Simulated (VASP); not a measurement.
A run of VASP 6.6.1 is set up as follows.

File INCAR:

```
  ALGO = Normal
  DIPOL = 0.5 0.5 0.297
  EDIFF = 1E-6
  ENCUT = 520
  GGA = PE
  IDIPOL = 3
  ISIF = 2
  ISMEAR = 0
  LASPH = T
  LCHARG = F
  LDIPOL = T
  LREAL = F
  LWAVE = F
  NBANDS = 10
  NELM = 80
  PREC = Accurate
  SIGMA = 0.1
```

KPOINTS

```
k-points
0
Gamma
  18 18 1
```

POSCAR

```
BeSb
1.0
    3.2979749159      0.0000002136      0.0000000000
   -1.6489876429      2.8561299514      0.0000000000
    0.0000000000      0.0000000000     26.9636230400
Be Sb
1 1
Direct
    0.6666666667      0.3333333333      0.2667136113
    0.3333333333      0.6666666667      0.3266784553
```

Potentials or basis: VASP PAW PBE potentials, release 64 (Be, Sb).

The run is started by

```console
$ cat potpaw_PBE.64/Be/POTCAR potpaw_PBE.64/Sb/POTCAR > POTCAR
$ mpirun -np 1 vasp_std > vasp.out
```

(1) Estimate the largest force.

(2) Estimate the band gap on the k mesh.

## Answers

(1) 0.008 eV/Å.

(2) zero (an odd number of electrons rules out a gap without spin polarisation).

Caveat: spin-orbit coupling is left out, which moves the levels of the heavy elements.
